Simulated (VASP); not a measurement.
A run of VASP 6.6.1 is set up as follows.

File INCAR:

```
SYSTEM = RbBr
  PREC = Accurate
  ENCUT = 520
  EDIFF = 1E-6
  ISMEAR = -1
  SIGMA = 0.02
  LREAL = .False.
  LASPH = .True.
  NELM = 60
  ALGO = Normal
  ISIF = 2
  LWAVE = .False.
  LCHARG = .False.
  GGA = PE
  NBANDS = 15
```

File KPOINTS:

```
regular mesh
0
Gamma
  6 6 6
  0 0 0
```

POSCAR

```
RbBr
1.0
    4.1279266072      0.0000000000      0.0000000000
    0.0000000000      4.1279266072      0.0000000000
    0.0000000000      0.0000000000      4.1279266072
Rb Br
1 1
Direct
    0.0000000000      0.0000000000      0.0000000000
    0.5000000000      0.5000000000      0.5000000000
```

Potentials or basis: VASP PAW PBE potentials, release 64 (Rb_sv, Br).

Launch:

```bash
$ cat potpaw_PBE.64/Rb_sv/POTCAR potpaw_PBE.64/Br/POTCAR > POTCAR
$ mpirun -np 1 vasp_std > vasp.out
```

Problem. What does it give for the pressure?

Solution. 0.8 GPa.

Problem. What does it give for the band gap on the k mesh?

Solution. 4.08 eV, indirect (least direct gap 4.23 eV).

A k mesh can miss the band edges.
